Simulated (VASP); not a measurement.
# BN in VASP: further runs

The runs below take BN through single point, with PBE+D3(BJ).

Everything below comes from runs of VASP 6.6.1. Logs are shortened: lines on timing, memory, paths and dates and some standing lists are left out, and cuts for length are marked.

### Step 1. The cell of the first run

The cell holds a slab with vacuum, 2 atoms: a = 2.577 Å, b = 2.577 Å, c = 26.000 Å, α = 90.00°, β = 90.00°, γ = 120.00°.

### Step 2. Single point, PBE+D3(BJ)

INCAR

```
SYSTEM = BN
ALGO = Normal ; DIPOL = 0.5 0.5 0.500
EDIFF = 1E-6 ; ENCUT = 520
GGA = PE ; IDIPOL = 3
ISIF = 2 ; ISMEAR = 0
IVDW = 12 ; LASPH = .TRUE.
LCHARG = .TRUE. ; LDIPOL = .TRUE.
LELF = .TRUE. ; LREAL = .FALSE.
LVACPOTAV = .TRUE. ; LVHAR = .TRUE.
LWAVE = .FALSE. ; NBANDS = 11
NELM = 80 ; PREC = Accurate
SIGMA = 0.02
```

KPOINTS

```
k-points
0
G
  12 12 1
  0 0 0
```

POSCAR

```
BN
1.0
    2.5770000000      0.0000000000      0.0000000000
   -1.2885000000      2.2317474655      0.0000000000
    0.0000000000      0.0000000000     26.0000000000
B N
1 1
Direct
    0.0000000000      0.0000000000      0.5137307692
    0.6666666667      0.3333333333      0.4862692308
```

Potentials or basis: VASP PAW PBE potentials, release 64 (B, N).

Started as:

```console
cat potpaw_PBE.64/B/POTCAR potpaw_PBE.64/N/POTCAR > POTCAR
mpirun -np 1 vasp_std > vasp.out
```

OUTCAR:

```text
SYSTEM = BN
   EDIFF = 1E-6
   ENCUT = 520
   GGA = PE
   ISIF = 2
   ISMEAR = 0
   IVDW = 12
   LASPH = .TRUE.
   LREAL = .FALSE.
   NELM = 80
   PREC = Accurate
 IVDW          = 12

 ion  position               nearest neighbor table
   1  0.000  0.000  0.514-   2 1.65   2 1.65   2 1.65
   2  0.667  0.333  0.486-   1 1.65   1 1.65   1 1.65

  LATTYP: Found a hexagonal cell.
 ALAT       =     2.5770000000
 C/A-ratio  =    10.0892510671

  Lattice vectors:

 A1 = (   2.5770000000,   0.0000000000,   0.0000000000)
 A2 = (  -1.2885000000,   2.2317474655,   0.0000000000)
 A3 = (   0.0000000000,   0.0000000000,  26.0000000000)

Analysis of symmetry for initial positions (statically):
=====================================================================
 Subroutine PRICEL returns:
 Original cell was already a primitive cell.

 Routine SETGRP: Setting up the symmetry group for a
 hexagonal supercell.

 Subroutine GETGRP returns: Found  6 space group operations
 (whereof  6 operations were pure point group operations)
 out of a pool of 24 trial point group operations.

The static configuration has the point symmetry C_3v.

Analysis of symmetry for dynamics (positions and initial velocities):
=====================================================================
 Subroutine PRICEL returns:
 Original cell was already a primitive cell.

 Routine SETGRP: Setting up the symmetry group for a
 hexagonal supercell.

 Subroutine GETGRP returns: Found  6 space group operations
 (whereof  6 operations were pure point group operations)
 out of a pool of 24 trial point group operations.

The dynamic configuration has the point symmetry C_3v.

 Subroutine INISYM returns: Found  6 space group operations
 (whereof  6 operations are pure point group operations),
 and found     1 'primitive' translations

----------------------------------------------------------------------------------------

                                     Primitive cell

  volume of cell :     149.5315

  direct lattice vectors                    reciprocal lattice vectors
     2.577000000  0.000000000  0.000000000     0.388048118  0.224039685  0.000000000
    -1.288500000  2.231747465  0.000000000     0.000000000  0.448079371  0.000000000
     0.000000000  0.000000000 26.000000000     0.000000000  0.000000000  0.038461538

  length of vectors
     2.577000000  2.577000000 26.000000000     0.448079371  0.448079371  0.038461538

  position of ions in fractional coordinates (direct lattice)
     0.000000000  0.000000000  0.513730769
     0.666666667  0.333333333  0.486269231

  ion indices of the primitive-cell ions
   primitive index   ion index
                 1           1
                 2           2

----------------------------------------------------------------------------------------

 KPOINTS: k-points

Automatic generation of k-mesh.
 Grid dimensions read from file:
 generate k-points for:   12   12    1

 Generating k-lattice:

  Cartesian coordinates                     Fractional coordinates (reciprocal lattice)
     0.032337343  0.018669974  0.000000000     0.083333333  0.000000000  0.000000000
     0.000000000  0.037339948  0.000000000     0.000000000  0.083333333  0.000000000
     0.000000000  0.000000000  0.038461538     0.000000000  0.000000000  1.000000000

  Length of vectors
     0.037339948  0.037339948  0.038461538

  Shift w.r.t. Gamma in fractional coordinates (k-lattice)
     0.000000000  0.000000000  0.000000000

 Subroutine IBZKPT returns following result:
 ===========================================

 Found     19 irreducible k-points:

 Following reciprocal coordinates:
            Coordinates               Weight
  0.000000  0.000000  0.000000      1.000000
  0.083333 -0.000000  0.000000      6.000000
  0.166667  0.000000  0.000000      6.000000
  0.250000  0.000000  0.000000      6.000000
  0.333333  0.000000  0.000000      6.000000
  0.416667  0.000000  0.000000      6.000000
[... 11 lines left out ...]
  0.333333  0.250000  0.000000     12.000000
  0.333333  0.333333  0.000000      2.000000
   k-points           NKPTS =     19   k-points in BZ     NKDIM =     19   number of bands    NBANDS=     11
   number of dos      NEDOS =    301   number of ions     NIONS =      2
   total plane-waves  NPLWV =  78400
   dimension x,y,z NGX =    20 NGY =   20 NGZ =  196
   dimension x,y,z NGXF=    40 NGYF=   40 NGZF=  392
   ions per type =               1   1
   NGX,Y,Z   is equivalent  to a cutoff of  12.90, 12.90, 12.53 a.u.
   NGXF,Y,Z  is equivalent  to a cutoff of  25.80, 25.80, 25.06 a.u.
 SYSTEM =  BN
   PREC   = accura    normal or accurate (medium, high low for compatibility)
   ISTART =      0    job   : 0-new  1-cont  2-samecut
   ICHARG =      2    charge: 1-file 2-atom 10-const
   ISPIN  =      1    spin polarized calculation?
   LNONCOLLINEAR =      F non collinear calculations
   LSORBIT =      F    spin-orbit coupling
   LASPH  =      T    aspherical Exc in radial PAW
   ENCUT  =  520.0 eV  38.22 Ry    6.18 a.u.   4.79  4.79 48.34*2*pi/ulx,y,z
   NELM   =     80;   NELMIN=  2; NELMDL= -5     # of ELM steps
   EDIFF  = 0.1E-05   stopping-criterion for ELM
   LREAL  =      F    real-space projection
[... 7 lines left out ...]
   TEBEG  =    0.0;   TEEND  =   0.0 temperature during run
   PSTRESS=    0.0 pullay stress
   NELECT =       8.0000    total number of electrons
   NUPDOWN=      -1.0000    fix difference up-down
   EMIN   =  10.00;   EMAX   =-10.00  energy-range for DOS
   EFERMI =   0.00;   METHOD = LEGACY
   ISMEAR =     0;   SIGMA  =   0.02  broadening in eV -4-tet -1-fermi 0-gaus
   EFERMI_NEDOS =   21; number of points for ismear=-14 and -15
   IALGO  =     38    algorithm
   IMIX   =      4    mixing-type and parameters
     AMIX     =   0.40;   BMIX     =  1.00
     AMIX_MAG =   1.60;   BMIX_MAG =  1.00
  volume/ion in A,a.u.               =      74.77       504.54
  Fermi-wavevector in a.u.,A,eV,Ry     =   0.616870  1.165716  5.177412  0.380529
  Thomas-Fermi vector in A             =   1.674753
   LORBIT       =      0    0 simple, 1 ext, 2 COOP (PROOUT), +10 PAW based schemes
   GGA     = PE    functional components
   LHFCALC =     F    Hartree Fock is set to
   AEXX    =    0.0000 exact exchange contribution
   IVDW    =    12    specifies the selected vdW correction
   LEPSILON=     F    determine dielectric tensor
   LRPA    =     F    only Hartree local field effects (RPA)
 non-spin polarized calculation
 Gauss-broadening in eV      SIGMA  =   0.02
  energy-cutoff  :      520.00
  volume of cell :      149.53
 maximum number of plane-waves:      4046
 NGX is ok and might be reduce to    20
   NGX =  9   NGY =  9   NGZ = 97

 number of electron       8.0000001 magnetization

 dipolmoment           0.000000      0.000000     -0.105755 electrons x Angstroem

 Free energy of the ion-electron system (eV)
  ---------------------------------------------------
  ext. energy  EPLUGINS =         0.00000000
  ---------------------------------------------------
  free energy    TOTEN  =       -13.90696625 eV

  energy without entropy =      -13.90696625  energy(sigma->0) =      -13.90696625

 E-fermi :  -3.5754     XC(G=0):  -1.7559

 val. band max:       -3.7014302141   @ k =   0.0000   0.0000   0.0000
 cond. band min:      -3.4663760823   @ k =   0.0000   0.0000   0.0000
 fundamental gap:      0.2350541318
 Fermi energy:        -3.5753684029

 k-point     1 :       0.0000    0.0000    0.0000
  band No.  band energies     occupation
      1     -20.8761      2.00000
      2      -9.9071      2.00000
      3      -3.7014      2.00000
      4      -3.7014      2.00000
      5      -3.4664      0.00000
      6      -0.6374      0.00000
      7      -0.0766      0.00000
      8       1.0159      0.00000
      9       2.3101      0.00000
     10       2.7046      0.00000
     11       3.1553      0.00000

 k-point     2 :       0.0833   -0.0000    0.0000
  band No.  band energies     occupation
      1     -20.7394      2.00000
      2      -9.7512      2.00000
      3      -4.3789      2.00000
      4      -3.9211      2.00000
      5      -3.3079      0.00000
      6      -0.4348      0.00000
      7       0.1265      0.00000
      8       1.2185      0.00000
      9       2.5173      0.00000
     10       2.8915      0.00000
     11       3.3598      0.00000

 k-point     3 :       0.1667    0.0000    0.0000
  band No.  band energies     occupation
      1     -20.3370      2.00000
      2      -9.2947      2.00000
      3      -5.9334      2.00000
      4      -4.4592      2.00000
      5      -2.9773      0.00000
      6       0.1674      0.00000
      7       0.7322      0.00000
      8       1.8212      0.00000
      9       3.1365      0.00000
     10       3.4172      0.00000
     11       3.9632      0.00000

 k-point     4 :       0.2500    0.0000    0.0000
  band No.  band energies     occupation
      1     -19.6971      2.00000
      2      -8.6271      2.00000
      3      -7.7613      2.00000
      4      -5.0882      2.00000
      5      -2.5682      0.00000
      6       1.1505      0.00000
      7       1.7310      0.00000
      8       2.7922      0.00000
      9       3.6747      0.00000
     10       4.1693      0.00000
     11       4.6238      0.00000
[... 169 lines left out ...]
 k-point    17 :       0.2500    0.2500    0.0000
  band No.  band energies     occupation
      1     -17.8621      2.00000
      2     -10.3868      2.00000
      3      -8.3556      2.00000
      4      -6.2700      2.00000
      5      -2.2174      0.00000
      6       3.2554      0.00000
      7       4.5589      0.00000
      8       5.2681      0.00000
      9       5.8039      0.00000
     10       6.6834      0.00000
     11       7.8853      0.00000

 k-point    18 :       0.3333    0.2500    0.0000
  band No.  band energies     occupation
      1     -17.3570      2.00000
      2     -10.8546      2.00000
      3      -9.0407      2.00000
      4      -5.6473      2.00000
      5      -2.3330      0.00000
      6       2.7312      0.00000
      7       5.4358      0.00000
      8       7.0240      0.00000
      9       7.5705      0.00000
     10       8.5505      0.00000
     11       9.0145      0.00000

 k-point    19 :       0.3333    0.3333    0.0000
  band No.  band energies     occupation
      1     -17.1684      2.00000
      2     -10.4705      2.00000
      3      -9.9242      2.00000
      4      -5.4165      2.00000
      5      -2.2924      0.00000
      6       2.4610      0.00000
      7       5.6003      0.00000
      8       8.8597      0.00000
      9       8.9184      0.00000
     10       9.2756      0.00000
     11       9.7526      0.00000

------------------------ aborting loop because EDIFF is reached ----------------------------------------

 Edisp (eV)   -0.14366

 E8    (eV) :    -0.0461

  FORCE on cell =-STRESS in cart. coord.  units (eV):
  Direction    XX          YY          ZZ          XY          YZ          ZX
  --------------------------------------------------------------------------------------
  -------------------------------------------------------------------------------------
  Total      -1.71675    -1.71675    -6.97788     0.00000     0.00000     0.00000
  in kB     -18.39431   -18.39431   -74.76553     0.00000     0.00000     0.00000
  external pressure =      -37.18 kB  Pullay stress =        0.00 kB

 VOLUME and BASIS-vectors are now :
 -----------------------------------------------------------------------------
  energy-cutoff  :      520.00
  volume of cell :      149.53
      direct lattice vectors                 reciprocal lattice vectors
     2.577000000  0.000000000  0.000000000     0.388048118  0.224039685  0.000000000
    -1.288500000  2.231747465  0.000000000     0.000000000  0.448079371  0.000000000
     0.000000000  0.000000000 26.000000000     0.000000000  0.000000000  0.038461538

 POSITION                                       TOTAL-FORCE (eV/Angst)
 -----------------------------------------------------------------------------------
      0.00000      0.00000     13.35700        -0.000000     -0.000000     -9.759794
      1.28850      0.74392     12.64300         0.000000      0.000000      9.759794
 -----------------------------------------------------------------------------------
    total drift:                               -0.000000      0.000000     -0.000029

  FREE ENERGIE OF THE ION-ELECTRON SYSTEM (eV)
  ---------------------------------------------------
  free  energy   TOTEN  =       -14.0506306130 eV

  energy  without entropy=      -14.0506306130  energy(sigma->0) =      -14.05063061

 vacuum level on the upper side and lower side of the slab        -0.652         2.676
```

It took 38 s on 1 thread of Intel Xeon Platinum 8375C at 2.90GHz (Ice Lake), shared host; peak memory 0.27 GiB.

Results:

```yaml
Free_energy: -14.0506 eV
Largest_force: 9.760 eV/Å
Band_gap_on_the_k_mesh: 0.23 eV, direct
Dispersion_energy_per_atom: -0.072 eV
```

Forces in eV/Å, atoms in the order of the input:
```
B    0.000  0.000 -9.760
N    0.000  0.000  9.760
```

(Continued in part 2 of 2.)
